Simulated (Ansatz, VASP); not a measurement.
One calculation of Pt, two programs

```
CELL_PARAMETERS angstrom
-1.66341 1.43013 1.72785
1.54275 -1.37948 1.55654
1.72179 1.43786 -1.67720
ATOMIC_POSITIONS crystal
Pt 0.00000 0.00000 0.00000
```

Change from the starting cell: cell sheared at random, sigma 0.06, atoms nudged by 0.01 Å.

Alike in both runs: task single point; functional r2SCAN; k mesh 16 × 16 × 16; occupations gaussian, width 0.15 eV; no spin polarisation.

|  | VASP | Ansatz |
| --- | --- | --- |
| version | VASP 6.6.1 | Ansatz 0.2.0 |
| potentials or method | VASP PAW PBE potentials, release 64 (Pt), cutoff 550 eV | scalar-relativistic, plane waves, PAW |
| valence electrons in the cell | 10 | 18 |

Ansatz gave:

- gap on the k mesh at the Fermi level (eV): none
- pressure (GPa): 4.6
- traceless stress, the component that is largest in VASP (GPa): 13.73

Task: Estimate VASP's values.

Result: gap on the k mesh at the Fermi level (eV): none; pressure (GPa): 5.3; traceless stress, the component that is largest in VASP (GPa): 13.94.

VASP's potentials were made for PBE, not for r2SCAN. A gap of «none» marks a metal or a gap that the smearing closes. VASP's potentials hold 10 valence electrons a cell and Ansatz's 18, so a difference there can come from the potentials and not from the codes.

Neither program's run includes spin-orbit coupling.
